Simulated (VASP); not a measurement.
Write the native input for VASP 6.6.1 that does the following.

| Quantity | Value |
| --- | --- |
| Task | electric field gradients |
| Functional | PBE |
| Potentials or basis | VASP PAW PBE potentials, release 64 (Zr_sv, Ti_sv, O) |
| Cutoff | 520 eV |
| k mesh | 3 × 3 × 2 |
| Occupations | fermi-dirac, width 0.01 eV |
| Spin | no spin polarisation |
| Dipole correction | no |
| Further INCAR settings | LREAL = Auto; ALGO = Normal; EDIFF = 1e-08; NBANDS = 168 |

The structure of ZrTi11O24 (a cell with a defect) (Rutile) lies in POSCAR:

```
ZrTi11O24
1.0
    4.5922000000      4.5922000000      0.0000000000
   -4.5922000000      4.5922000000      0.0000000000
    0.0000000000      0.0000000000      8.8722000000
Zr Ti O
1 11 24
Direct
    0.0000000000      0.0000000000      0.0000000000
    0.0000000000      0.0000000000      0.3333333333
    0.0000000000      0.0000000000      0.6666666667
    0.5000000000      0.5000000000      0.0000000000
    0.5000000000      0.5000000000      0.3333333333
    0.5000000000      0.5000000000      0.6666666667
    0.5000000000      0.0000000000      0.1666666667
    0.5000000000      0.0000000000      0.5000000000
    0.5000000000      0.0000000000      0.8333333333
    0.0000000000      0.5000000000      0.1666666667
    0.0000000000      0.5000000000      0.5000000000
    0.0000000000      0.5000000000      0.8333333333
    0.3049600000      0.0000000000      0.0000000000
    0.3049600000      0.0000000000      0.3333333333
    0.3049600000      0.0000000000      0.6666666667
    0.8049600000      0.5000000000      0.0000000000
    0.8049600000      0.5000000000      0.3333333333
    0.8049600000      0.5000000000      0.6666666667
    0.5000000000      0.3049600000      0.1666666667
    0.5000000000      0.3049600000      0.5000000000
    0.5000000000      0.3049600000      0.8333333333
    0.0000000000      0.8049600000      0.1666666667
    0.0000000000      0.8049600000      0.5000000000
    0.0000000000      0.8049600000      0.8333333333
    0.6950400000      0.0000000000      0.0000000000
    0.6950400000      0.0000000000      0.3333333333
    0.6950400000      0.0000000000      0.6666666667
    0.1950400000      0.5000000000      0.0000000000
    0.1950400000      0.5000000000      0.3333333333
    0.1950400000      0.5000000000      0.6666666667
    0.5000000000      0.6950400000      0.1666666667
    0.5000000000      0.6950400000      0.5000000000
    0.5000000000      0.6950400000      0.8333333333
    0.0000000000      0.1950400000      0.1666666667
    0.0000000000      0.1950400000      0.5000000000
    0.0000000000      0.1950400000      0.8333333333
```

One way to write it, as run:

INCAR

```
SYSTEM = ZrTi11O24
PREC = Accurate
ENCUT = 520
EDIFF = 1E-8
ISMEAR = -1
SIGMA = 0.01
LREAL = Auto
LASPH = .True.
NELM = 60
ALGO = Normal
ISIF = 2
LWAVE = .False.
LCHARG = .False.
GGA = PE
LEFG = .True.
NBANDS = 168
```

KPOINTS

```
regular mesh
0
Gamma
  3 3 2
  0 0 0
```

Potentials or basis: VASP PAW PBE potentials, release 64 (Zr_sv, Ti_sv, O).

Run with:

```bash
$ cat potpaw_PBE.64/Zr_sv/POTCAR potpaw_PBE.64/Ti_sv/POTCAR potpaw_PBE.64/O/POTCAR > POTCAR
$ mpirun -np 1 vasp_std > vasp.out
```

It gave:

| Quantity | Value |
| --- | --- |
| Pressure | 12.0 GPa |
| Largest force | 3.370 eV/Å |
| Band gap on the k mesh | 1.89 eV |

Caveat: without QUAD_EFG the Cq values of the log hold for a quadrupole moment of 1 mb, not for the nuclei.

Wall time 20 min on 1 thread of Intel(R) Xeon(R) Platinum 8375C CPU @ 2.90GHz (Ice Lake) (shared host), peak memory 0.58 GiB.
